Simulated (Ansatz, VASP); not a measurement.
# Two plane-wave programs on SnO

```
CELL_PARAMETERS angstrom
3.88034 0.00000 0.00000
0.00000 3.88034 0.00000
0.00000 0.00000 4.75058
ATOMIC_POSITIONS crystal
Sn 0.96951 0.50000 0.24247
Sn 0.53049 0.00000 0.75753
O 0.00462 0.00000 0.00000
O 0.49538 0.50000 0.00000
```

Change from the starting cell: mode 4 frozen in at -0.116 Å, equal normal strain along x and y +0.0200.

Alike in both runs: task single point; functional PBEsol; k mesh 10 × 10 × 8; occupations gaussian, width 0.15 eV; no spin polarisation.

```csv
,VASP,Ansatz
version,VASP 6.6.1,Ansatz 0.2.0
potentials or method,"VASP PAW PBE potentials, release 64 (Sn_d, O), cutoff 520 eV","scalar-relativistic, plane waves, PAW"
valence electrons in the cell,40,40
```

|  | VASP | Ansatz | Ansatz less VASP |
| --- | --- | --- | --- |
| gap on the k mesh at the Fermi level (eV) | 0.18 | 0.17 | -0.006 |
| least direct gap on the mesh (eV) | 1.90 | 1.91 | +0.011 |
| pressure (GPa) | -2.9 | -3.2 | -0.26 |
| traceless stress, the component that is largest in VASP (GPa) | 2.35 | 2.26 | -0.097 |
| rms of the force components (eV/Å) | 0.253 | 0.262 | +0.0094 |

VASP's potentials were made for PBE, not for PBEsol, and Ansatz warns of the same on its side. Atom by atom the forces differ by 0.037 eV/Å (rms over components). With one functional, cell and mesh, what is left measures potentials, basis and numerics.
